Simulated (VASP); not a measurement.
Si, 4 atoms in the cell. Symmetry: P6_3/mmc, No. 194, hexagonal system. Conventional cell: a = 3.890 Å, b = 3.890 Å, c = 6.436 Å, α = 90.00°, β = 90.00°, γ = 120.00°. Si (site symmetry 3m) has 4 Si at 2.39 to 2.41 Å within 3.2 Å.  This cell differs from its parent crystal: strain +1.5%.

* Program: VASP 6.6.1
* Task: single point
* Functional: r2SCAN
* Potentials or basis: VASP PAW PBE potentials, release 64 (Si)
* Cutoff: 520 eV
* k mesh: 12 × 12 × 4
* Occupations: gaussian, width 0.01 eV
* Spin: no spin polarisation
* Dipole correction: no
* Further INCAR settings: ALGO = Normal; EDIFF = 1e-07; NBANDS = 16

Potentials or basis: VASP PAW PBE potentials, release 64 (Si).

Command:

```bash
$ cat potpaw_PBE.64/Si/POTCAR > POTCAR
$ cp INCAR.step1 INCAR
$ mpirun -np 1 vasp_std > vasp.out
$ cp INCAR.step2 INCAR
$ mpirun -np 1 vasp_std > vasp.out
```

Hardware: 1 thread of Intel(R) Xeon(R) Platinum 8488C (Sapphire Rapids), on a shared host.

Problem. How long does it take, and how much memory?

Solution. It took 3.2 min on 1 thread of Intel(R) Xeon(R) Platinum 8488C (Sapphire Rapids) (shared host), peak memory 0.22 GiB. Counts: k points 57.
